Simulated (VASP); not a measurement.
CdS, 2 atoms in the cell. The structure is cubic, space group Fm-3m (No. 225). The conventional cell has a = 5.506 Å, b = 5.506 Å, c = 5.506 Å, α = 90.00°, β = 90.00°, γ = 90.00°. Cd (site symmetry m-3m) has 6 S at 2.75 Å within 3.6 Å. Within 3.6 Å of S (site symmetry m-3m) lie 6 Cd at 2.75 Å. 

| Item | Value |
| --- | --- |
| Program | VASP 6.6.1 |
| Task | single point |
| Functional | PBE |
| Potentials or basis | VASP PAW PBE potentials, release 64 (Cd, S) |
| Cutoff | 500 eV |
| k mesh | 4 × 4 × 4 |
| Occupations | gaussian, width 0.1 eV |
| Spin | no spin polarisation |
| Dipole correction | no |
| Further INCAR settings | ALGO = Normal; EDIFF = 1e-06; NBANDS = 16 |

Potentials or basis: VASP PAW PBE potentials, release 64 (Cd, S).

Command:

```bash
$ cat potpaw_PBE.64/Cd/POTCAR potpaw_PBE.64/S/POTCAR > POTCAR
$ mpirun -np 1 vasp_std > vasp.out
```

Hardware: 1 thread of Intel Xeon 6455B (shared host).

Q: Estimate the wall time of this run.

A: Wall time 8.3 s on 1 thread of Intel Xeon 6455B, on a shared host, peak memory 0.15 GiB. Counts: scf iterations 13, k points 8.
